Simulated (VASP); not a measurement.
Here is a VASP 6.6.1 calculation.

POSCAR

```
NbC
1.0
    0.0000000000      2.2345500000      2.2345500000
    2.2345500000      0.0000000000      2.2345500000
    2.2345500000      2.2345500000      0.0000000000
Nb C
1 1
Direct
    0.0000000000      0.0000000000      0.0000000000
    0.5000000000      0.5000000000      0.5000000000
```

The input INCAR.step1:

```
ALGO = Normal
EDIFF = 1E-5
ENCUT = 660
GGA = PE
GGA_COMPAT = F
ISMEAR = -1
LASPH = T
LCHARG = F
LREAL = F
LWAVE = T
NBANDS = 16
NELM = 120
PREC = Accurate
SIGMA = 0.1
```

The input INCAR.step2:

```
ALGO = Normal
EDIFF = 1E-6
ENCUT = 660
GGA_COMPAT = F
ISIF = 2
ISMEAR = -1
ISTART = 1
LASPH = T
LCHARG = F
LMIXTAU = T
LREAL = F
LWAVE = F
METAGGA = R2SCAN
NBANDS = 16
NELM = 120
PREC = Accurate
SIGMA = 0.1
```

The input KPOINTS:

```
k-points
0
Gamma
  7 7 7
```

Potentials or basis: VASP PAW PBE potentials, release 64 (Nb_sv, C).

The run is started by

```bash
$ cat potpaw_PBE.64/Nb_sv/POTCAR potpaw_PBE.64/C/POTCAR > POTCAR
$ cp INCAR.step1 INCAR
$ mpirun -np 1 vasp_std > vasp.out
$ cp INCAR.step2 INCAR
$ mpirun -np 1 vasp_std > vasp.out
```

Estimate the pressure.

2.4 GPa.

Caveat: the PAW data sets were made with another functional, which shifts forces and pressure a little.
